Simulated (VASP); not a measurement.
# Zn (P6_3/mmc) in VASP: notebook

Runs on Zn. Level: PBE. Tasks: electric field gradients.

Everything below comes from runs of VASP 6.6.1. Logs are shortened: lines on timing, memory, paths and dates and some standing lists are left out, and cuts for length are marked.

### 1 The cell of the first run

The structure is hexagonal, space group P6_3/mmc (No. 194). The conventional cell has a = 2.629 Å, b = 2.629 Å, c = 4.880 Å, α = 90.00°, β = 90.00°, γ = 120.00°. Within 3.5 Å of Zn (site symmetry -6m2) lie 12 Zn at 2.63 to 2.87 Å.

### 2 Electric field gradients, PBE (14.60 Å³/atom)

The input, INCAR:

```
PREC     = Accurate       # precision mode
ENCUT    = 520            # plane-wave cutoff, eV
EDIFF    = 1E-8           # SCF threshold, eV
ISMEAR   = -1             # smearing method
SIGMA    = 0.03           # smearing width, eV
LREAL    = F              # projectors in reciprocal space
LASPH    = T              # aspherical terms in the spheres
NELM     = 60             # most SCF steps
ALGO     = Normal         # electronic algorithm
ISIF     = 2              # what is computed and relaxed
LWAVE    = F              # write WAVECAR
LCHARG   = F              # write CHGCAR
GGA      = PE             # functional
LEFG     = T            
NBANDS   = 19             # bands
```

The input, KPOINTS:

```
Automatic mesh
0
Gamma
  16 16 8
```

The input, POSCAR:

```
Zn
1.0
    2.6287828538      0.0000000000      0.0000000000
   -1.3143914269      2.2765927324      0.0000000000
    0.0000000000      0.0000000000      4.8798445072
Zn
2
Direct
    0.3333333333      0.6666666667      0.2500000000
    0.6666666667      0.3333333333      0.7500000000
```

Potentials or basis: VASP PAW PBE potentials, release 64 (Zn).

Command:

```console
$ cat potpaw_PBE.64/Zn/POTCAR > POTCAR
$ mpirun -np 1 vasp_std > vasp.out
```

OUTCAR:

```text
PREC = Accurate
   ENCUT = 520
   EDIFF = 1E-8
   ISMEAR = -1
   LREAL = F
   LASPH = T
   NELM = 60
   ISIF = 2
   GGA = PE

 ion  position               nearest neighbor table
   1  0.333  0.667  0.250-   2 2.87   2 2.87   2 2.87   2 2.87   2 2.87   2 2.87
   2  0.667  0.333  0.750-   1 2.87   1 2.87   1 2.87   1 2.87   1 2.87   1 2.87

  LATTYP: Found a hexagonal cell.
 ALAT       =     2.6287828538
 C/A-ratio  =     1.8563132745

  Lattice vectors:

 A1 = (   2.6287828538,   0.0000000000,   0.0000000000)
 A2 = (  -1.3143914269,   2.2765927324,   0.0000000000)
 A3 = (   0.0000000000,   0.0000000000,   4.8798445072)

Analysis of symmetry for initial positions (statically):
=====================================================================
 Subroutine PRICEL returns:
 Original cell was already a primitive cell.

 Routine SETGRP: Setting up the symmetry group for a
 hexagonal supercell.

 Subroutine GETGRP returns: Found 24 space group operations
 (whereof 12 operations were pure point group operations)
 out of a pool of 24 trial point group operations.

The static configuration has the point symmetry D_3d.
 The point group associated with its full space group is D_6h.

Analysis of symmetry for dynamics (positions and initial velocities):
=====================================================================
 Subroutine PRICEL returns:
 Original cell was already a primitive cell.

 Routine SETGRP: Setting up the symmetry group for a
 hexagonal supercell.

 Subroutine GETGRP returns: Found 24 space group operations
 (whereof 12 operations were pure point group operations)
 out of a pool of 24 trial point group operations.

The dynamic configuration has the point symmetry D_3d.
 The point group associated with its full space group is D_6h.

 Subroutine INISYM returns: Found 24 space group operations
 (whereof 12 operations are pure point group operations),
 and found     1 'primitive' translations

----------------------------------------------------------------------------------------

                                     Primitive cell

  volume of cell :      29.2042

  direct lattice vectors                    reciprocal lattice vectors
     2.628782854  0.000000000  0.000000000     0.380404185  0.219626459  0.000000000
[... 125 lines left out ...]

 Free energy of the ion-electron system (eV)
  ---------------------------------------------------
  ext. energy  EPLUGINS =         0.00000000
  ---------------------------------------------------
  free energy    TOTEN  =        -2.21520213 eV

  energy without entropy =       -2.21488407  energy(sigma->0) =       -2.21504310

 E-fermi :   3.4639     XC(G=0): -11.7667

 val. band max:        3.3500512136   @ k =   0.3750   0.2500   0.5000
 cond. band min:       3.4988747269   @ k =   0.3750   0.0625   0.0000
 fundamental gap:      0.1488235133
 Fermi energy:         3.4639221677

 k-point     1 :       0.0000    0.0000    0.0000
  band No.  band energies     occupation
      1      -7.3226      2.00000
      2      -5.3920      2.00000
      3      -4.6333      2.00000
      4      -4.3847      2.00000
      5      -4.3847      2.00000
      6      -4.3305      2.00000
[... 505 lines left out ...]
      6      -4.3416      2.00000
[... 11 lines left out ...]
     18      14.8628      0.00000
     19      16.1141      0.00000

 [... further k-points ...]

------------------------ aborting loop because EDIFF is reached ----------------------------------------

  FORCE on cell =-STRESS in cart. coord.  units (eV):
  Direction    XX          YY          ZZ          XY          YZ          ZX
  --------------------------------------------------------------------------------------
  -------------------------------------------------------------------------------------
  Total        0.7004751      0.7004751      0.3663092      0.0000000      0.0000000      0.0000000
  in kB       38.4288382     38.4288382     20.0961293      0.0000000      0.0000000      0.0000000
  external PRESSURE =      32.3179352 kB  Pullay stress =       0.0000000 kB

 VOLUME and BASIS-vectors are now :
 -----------------------------------------------------------------------------
  energy-cutoff  :      520.00
  volume of cell :       29.20
      direct lattice vectors                 reciprocal lattice vectors
     2.628782854  0.000000000  0.000000000     0.380404185  0.219626459  0.000000000
    -1.314391427  2.276592732  0.000000000     0.000000000  0.439252918  0.000000000
     0.000000000  0.000000000  4.879844507     0.000000000  0.000000000  0.204924562

 POSITION                                       TOTAL-FORCE (eV/Angst)
 -----------------------------------------------------------------------------------
     -0.00000      1.51773      1.21996         0.000000     -0.000000      0.000000
      1.31439      0.75886      3.65988        -0.000000      0.000000     -0.000000
 -----------------------------------------------------------------------------------
    total drift:                               -0.000000      0.000000      0.000000

  FREE ENERGIE OF THE ION-ELECTRON SYSTEM (eV)
  ---------------------------------------------------
  free  energy   TOTEN  =        -2.2152021261 eV

  energy  without entropy=       -2.2148840665  energy(sigma->0) =       -2.21504310

 Electric field gradients (V/A^2)
---------------------------------------------------------------------
 ion       V_xx      V_yy      V_zz      V_xy      V_xz      V_yz
---------------------------------------------------------------------
   1     -20.317   -20.315    40.631     0.002     0.000    -0.000
   2     -20.317   -20.315    40.631     0.002    -0.000     0.000
---------------------------------------------------------------------

 Electric field gradients after diagonalization (V/A^2)
 (convention: |V_zz| > |V_xx| > |V_yy|)
----------------------------------------------------------------------
 ion       V_xx      V_yy      V_zz     asymmetry (V_yy - V_xx)/ V_zz
----------------------------------------------------------------------
   1     -20.317   -20.314    40.631       0.000
   2     -20.317   -20.314    40.631       0.000
----------------------------------------------------------------------

           NMR quadrupolar parameters

 Cq : quadrupolar parameter    Cq=e*Q*V_zz/h
 eta: asymmetry parameters     (V_yy - V_xx)/ V_zz
 Q  : nuclear electric quadrupole moment in mb (millibarn)
----------------------------------------------------------------------
 ion       Cq(MHz)       eta       Q (mb)
----------------------------------------------------------------------
   1       0.098       0.000       1.000
   2       0.098       0.000       1.000
----------------------------------------------------------------------
```

OSZICAR:

```text
N       E                     dE             d eps       ncg     rms          rms(c)
DAV:   1     0.113410316018E+03    0.11341E+03   -0.12425E+04  5940   0.203E+03
DAV:   2     0.262476756898E+01   -0.11079E+03   -0.10687E+03  5724   0.298E+02
DAV:   3    -0.241698419376E+01   -0.50418E+01   -0.50172E+01  6336   0.699E+01
DAV:   4    -0.244572280971E+01   -0.28739E-01   -0.28731E-01  6314   0.540E+00
DAV:   5    -0.244575790054E+01   -0.35091E-04   -0.35091E-04  6220   0.172E-01    0.436E+00
DAV:   6    -0.223057330613E+01    0.21518E+00   -0.82050E-01  6333   0.195E+01    0.321E+00
DAV:   7    -0.222016408280E+01    0.10409E-01   -0.28118E-02  7205   0.285E+00    0.164E+00
DAV:   8    -0.221519529436E+01    0.49688E-02   -0.17337E-03  7930   0.655E-01    0.474E-02
DAV:   9    -0.221519954445E+01   -0.42501E-05   -0.22906E-04  7712   0.196E-01    0.347E-02
DAV:  10    -0.221520267771E+01   -0.31333E-05   -0.22435E-05  6007   0.556E-02    0.297E-03
DAV:  11    -0.221520247677E+01    0.20094E-06   -0.94708E-08  6825   0.353E-03    0.179E-03
DAV:  12    -0.221520211037E+01    0.36641E-06   -0.26110E-08  6280   0.318E-03    0.945E-05
DAV:  13    -0.221520212216E+01   -0.11790E-07   -0.34507E-09  3457   0.492E-04    0.447E-05
DAV:  14    -0.221520212613E+01   -0.39695E-08   -0.11911E-10  3177   0.110E-04
   1 F= -.22152021E+01 E0= -.22150431E+01  d E =-.318060E-03
```

stdout:

```text
POSCAR found type information on POSCAR Zn
 POSCAR found :  1 types and       2 ions
 scaLAPACK will be used
 LDA part: xc-table for (Slater+PW92), standard interpolation
 POSCAR, INCAR and KPOINTS ok, starting setup
 FFT: planning ... GRIDC
 FFT: planning ... GRID_SOFT
 FFT: planning ... GRID
 WAVECAR not read
 entering main loop
ion   1

ion   2
```

Run time: 1.8 min. Hardware: 1 thread of Intel Xeon 8259CL, shared host; peak memory 0.19 GiB.

Results:

* Free energy: -2.2152 eV
* Pressure: 3.2 GPa
* Band gap on the k mesh: zero (bands 12 and 13 overlap by 4.33 eV)
* Largest electric field gradient by atom: Zn +40.6 V/Å²

Electric field gradients, principal values (V/Å²):
| atom | least | middle | greatest (by size) |
| --- | --- | --- | --- |
| 1 Zn | -20.314 | -20.317 | 40.631 |
| 2 Zn | -20.314 | -20.317 | 40.631 |

Caveat: the cell stands under pressure; without QUAD_EFG the Cq values of the log hold for a quadrupole moment of 1 mb, not for the nuclei.

(Continued in part 2 of 3.)
